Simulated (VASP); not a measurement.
Write the native input for VASP 6.6.1 that does the following.

- Task: single point
- Functional: BLYP
- Dispersion: D3(BJ)
- Potentials or basis: VASP PAW PBE potentials, release 64 (Ti_sv, O_h)
- Cutoff: 910 eV
- k mesh: 6 × 5 × 6
- Occupations: fermi-dirac, width 0.05 eV
- Spin: no spin polarisation
- Dipole correction: no
- Further INCAR settings: ALGO = Normal; EDIFF = 1e-06; NBANDS = 60

The structure of TiO2 lies in POSCAR:

```
TiO2
1.0
    4.5475530497      0.0000000000      0.0000000000
    0.0000000000      5.5437646897      0.0000000000
    0.0000000000      0.0000000000      4.9089201913
Ti O
4 8
Direct
    0.0000000000      0.1769953544      0.7500000000
    0.5000000000      0.3230046456      0.2500000000
    0.0000000000      0.8230046456      0.2500000000
    0.5000000000      0.6769953544      0.7500000000
    0.2693277591      0.3824952773      0.9195287614
    0.7693277591      0.1175047227      0.0804712386
    0.2306722409      0.1175047227      0.4195287614
    0.7306722409      0.3824952773      0.5804712386
    0.2693277591      0.6175047227      0.4195287614
    0.7693277591      0.8824952773      0.5804712386
    0.2306722409      0.8824952773      0.9195287614
    0.7306722409      0.6175047227      0.0804712386
```

These files were run (other wordings do the same):

INCAR

```
AGGAC = 1.0 ; AGGAX = 1.0
ALDAC = 0.0 ; ALDAX = 1.0
ALGO = Normal ; EDIFF = 1E-6
ENCUT = 910 ; GGA = B5
GGA_COMPAT = F ; ISIF = 2
ISMEAR = -1 ; IVDW = 12
LASPH = T ; LCHARG = F
LREAL = F ; LWAVE = F
NBANDS = 60 ; NELM = 120
PREC = Accurate ; SIGMA = 0.05
VDW_A1 = 0.4298 ; VDW_A2 = 4.2359
VDW_S6 = 1.0 ; VDW_S8 = 2.6996
```

KPOINTS

```
k-points
0
Gamma
  6 5 6
```

Potentials or basis: VASP PAW PBE potentials, release 64 (Ti_sv, O_h).

Command:

```sh
$ cat potpaw_PBE.64/Ti_sv/POTCAR potpaw_PBE.64/O_h/POTCAR > POTCAR
$ mpirun -np 1 vasp_std > vasp.out
```

Results of the run:

```
Pressure                   : 0.7 GPa
Largest force              : 0.076 eV/Å
Band gap on the k mesh     : 2.63 eV (least direct gap 2.66 eV)
Dispersion energy per atom : -0.549 eV
```

Caveat: the cutoff is under 1.25 times the usual one of these potentials, so pressure, stress and relaxed cells hold a basis-set (Pulay) error; the PAW data sets were made with another functional, which shifts forces and pressure a little; an odd mesh through Γ misses points on the zone boundary, where band edges can lie.

Wall time 13 min on 1 thread of AMD EPYC 7R13 Processor (Zen 3), with other jobs on the host, peak memory 0.7 GiB.
